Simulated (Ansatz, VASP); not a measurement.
**Two plane-wave programs on GaAs**

INCAR

```
SYSTEM = GaAs
  PREC = Accurate
  ENCUT = 520
  EDIFF = 1E-6
  ISMEAR = 0
  SIGMA = 0.05
  LREAL = Auto
  LASPH = .True.
  NELM = 80
  ALGO = Normal
  ISIF = 2
  LWAVE = .False.
  LCHARG = .False.
  LDIPOL = .True.
  IDIPOL = 3
  DIPOL = 0.5 0.5 0.265
  GGA = PE
  IVDW = 12
  NBANDS = 86
```

Contents of KPOINTS:

```
Automatic mesh
0
Gamma
  6 6 1
  0 0 0
```

Contents of POSCAR:

```
GaAs
1.0
    8.0274062240      0.0000000000      0.0000000000
   -4.0137031120      6.9519377164      0.0000000000
    0.0000000000      0.0000000000     23.0911958249
As Ga
8 8
Direct
    0.0000000000      0.0000000000      0.1732261954
    0.0000000000      0.5000000000      0.1732261954
    0.5000000000      0.0000000000      0.1732261954
    0.5000000000      0.5000000000      0.1732261954
    0.1666666667      0.3333333333      0.3238233816
    0.1666666667      0.8333333333      0.3238233816
    0.6666666667      0.3333333333      0.3238233816
    0.6666666667      0.8333333333      0.3238233816
    0.1666666667      0.3333333333      0.2087069788
    0.1666666667      0.8333333333      0.2087069788
    0.6666666667      0.3333333333      0.2087069788
    0.6666666667      0.8333333333      0.2087069788
    0.3333333333      0.1666666667      0.3525670947
    0.3333333333      0.6666666667      0.3525670947
    0.8333333333      0.1666666667      0.3525670947
    0.8333333333      0.6666666667      0.3525670947
```

Input for Ansatz:

```yaml
crystal:
  lattice:
    - [8.027406224, 0.0, 0.0]
    - [-4.013703112, 6.9519377164, 0.0]
    - [0.0, 0.0, 23.0911958249]
  atoms:
    - { symbol: As, position: [0.0, 0.0, 0.1732261954] }
    - { symbol: As, position: [0.0, 0.5, 0.1732261954] }
    - { symbol: As, position: [0.5, 0.0, 0.1732261954] }
    - { symbol: As, position: [0.5, 0.5, 0.1732261954] }
    - { symbol: Ga, position: [0.1666666667, 0.3333333333, 0.2087069788] }
    - { symbol: Ga, position: [0.1666666667, 0.8333333333, 0.2087069788] }
    - { symbol: Ga, position: [0.6666666667, 0.3333333333, 0.2087069788] }
    - { symbol: Ga, position: [0.6666666667, 0.8333333333, 0.2087069788] }
    - { symbol: As, position: [0.1666666667, 0.3333333333, 0.3238233816] }
    - { symbol: As, position: [0.1666666667, 0.8333333333, 0.3238233816] }
    - { symbol: As, position: [0.6666666667, 0.3333333333, 0.3238233816] }
    - { symbol: As, position: [0.6666666667, 0.8333333333, 0.3238233816] }
    - { symbol: Ga, position: [0.3333333333, 0.1666666667, 0.3525670947] }
    - { symbol: Ga, position: [0.3333333333, 0.6666666667, 0.3525670947] }
    - { symbol: Ga, position: [0.8333333333, 0.1666666667, 0.3525670947] }
    - { symbol: Ga, position: [0.8333333333, 0.6666666667, 0.3525670947] }
basis:
  ecutwfc: 420
kpoints:
  mp_grid: { grid: [6, 6, 1] }
hamiltonian:
  xc: pbe
  pseudopotentials: { kind: paw, azcp: { folder: soft_1 } }
  dispersion: d3bj
scf:
  occupations: { method: gaussian, width: 0.05 }
output:
  forces: true
  eigenvalues: true
  write_density: true
  write_potential: true
  elf: true
  volumetric_format: npy
efield:
  axis: 3
  dipole_correction: true
  ramp_width: 0.04
```

Alike in both runs: task single point; functional PBE; dispersion D3(BJ); k mesh 6 × 6 × 1; occupations gaussian, width 0.05 eV; no spin polarisation.

|  | VASP | Ansatz |
| --- | --- | --- |
| version | VASP 6.6.1 | Ansatz 0.2.0 |
| potentials or method | VASP PAW PBE potentials, release 64 (As, Ga_d), cutoff 520 eV | scalar-relativistic, plane waves, PAW |
| valence electrons in the cell | 144 | 224 |

|  | VASP | Ansatz | Ansatz less VASP |
| --- | --- | --- | --- |
| gap on the k mesh at the Fermi level (eV) | 0.05 | 0.05 | -0.001 |
| least direct gap on the mesh (eV) | 0.06 | 0.06 | +0.001 |
| rms of the force components (eV/Å) | 0.196 | 0.201 | +0.0049 |

VASP's potentials hold 144 valence electrons a cell and Ansatz's 224, so a difference there can come from the potentials and not from the codes. Ansatz's warnings: xc potential rough in thin density.
